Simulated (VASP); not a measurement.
Set up this calculation in VASP 6.6.1, as the native input.

| Item | Value |
| --- | --- |
| Task | single point |
| Functional | PBEsol |
| Potentials or basis | VASP PAW PBE potentials, release 64 (Sn_d) |
| Cutoff | 520 eV |
| k mesh | 8 × 8 × 8 |
| Occupations | fermi-dirac, width 0.1 eV |
| Spin | no spin polarisation |
| Dipole correction | no |
| Further INCAR settings | ALGO = Normal; EDIFF = 1e-06; NBANDS = 21 |

The structure of Sn lies in POSCAR:

```
Sn
1.0
    0.0000000000      3.2333430000      3.2333430000
    3.2333430000      0.0000000000      3.2333430000
    3.2333430000      3.2333430000      0.0000000000
Sn
2
Direct
    0.0000000000      0.0000000000      0.0000000000
    0.2500000000      0.2500000000      0.2500000000
```

These files were run (other wordings do the same):

INCAR

```
PREC = Accurate ; ENCUT = 520
EDIFF = 1E-6 ; ISMEAR = -1
SIGMA = 0.1 ; LREAL = F
LASPH = T ; NELM = 80
ALGO = Normal ; ISIF = 2
LWAVE = F ; LCHARG = F
GGA = PS ; NBANDS = 21
```

KPOINTS

```
Automatic mesh
0
Gamma
  8 8 8
```

Potentials or basis: VASP PAW PBE potentials, release 64 (Sn_d).

Launch:

```bash
$ cat potpaw_PBE.64/Sn_d/POTCAR > POTCAR
$ mpirun -np 1 vasp_std > vasp.out
```

Results of the run:

- Pressure: 1.5 GPa
- Band gap on the k mesh: zero (band 14 reaches 5.69 eV, above the bottom of band 15 at 5.56 eV)

Caveat: the PAW data sets were made with another functional, which shifts forces and pressure a little; spin-orbit coupling is left out, which moves the levels of the heavy elements.

It took 65 s on 1 thread of AMD EPYC 7R43 64-Core Processor (Zen 3) (shared host), peak memory 0.17 GiB.
